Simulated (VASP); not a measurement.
Set up this calculation in VASP 6.6.1, as the native input.

```
Task                   : single point
Functional             : BLYP
Potentials or basis    : VASP PAW PBE potentials, release 64 (Cr_pv)
Cutoff                 : 520 eV
k mesh                 : 11 × 11 × 11
Occupations            : fermi-dirac, width 0.05 eV
Spin                   : collinear spin, antiferromagnetic start
Starting moments       : [2.632, -2.632] μB
Dipole correction      : no
Further INCAR settings : ALGO = Normal; EDIFF = 1e-07; NBANDS = 23
```

The structure of Cr lies in POSCAR:

```
Cr
1.0
    0.0000000000      2.8488816063      2.8488816063
    2.8488816063      0.0000000000      2.8488816063
    2.8488816063      2.8488816063      0.0000000000
Cr
2
Direct
    0.1250000000      0.1250000000      0.1250000000
    0.8750000000      0.8750000000      0.8750000000
```

This cell differs from its parent crystal: volume scaled by 1.12.

One way to write it, as run:

INCAR

```
PREC = Accurate ; ENCUT = 520
EDIFF = 1E-7 ; ISMEAR = -1
SIGMA = 0.05 ; LREAL = False
LASPH = True ; NELM = 150
ALGO = Normal ; ISIF = 2
LWAVE = False ; LCHARG = False
ISPIN = 2 ; MAGMOM = 2.632 -2.632
LORBIT = 11 ; LMAXMIX = 4
GGA = B5 ; ALDAX = 1.0
AGGAX = 1.0 ; AGGAC = 1.0
ALDAC = 0.0 ; NBANDS = 23
```

KPOINTS

```
regular mesh
0
Gamma
  11 11 11
```

Potentials or basis: VASP PAW PBE potentials, release 64 (Cr_pv).

Run with:

```bash
$ cat potpaw_PBE.64/Cr_pv/POTCAR > POTCAR
$ mpirun -np 1 vasp_std > vasp.out
```

Results of the run:

- Pressure: -2.5 GPa
- Net moment: 0.00 μB per cell
- Site moments: Cr +3.14, -3.14 μB
- Valence electrons inside the program's atomic spheres: Cr 10.75

Caveat: the PAW data sets were made with another functional, which shifts forces and pressure a little.

Run time: 96 s on 1 thread of Intel(R) Xeon(R) Platinum 8488C (Sapphire Rapids), on a shared host, peak memory 0.23 GiB.
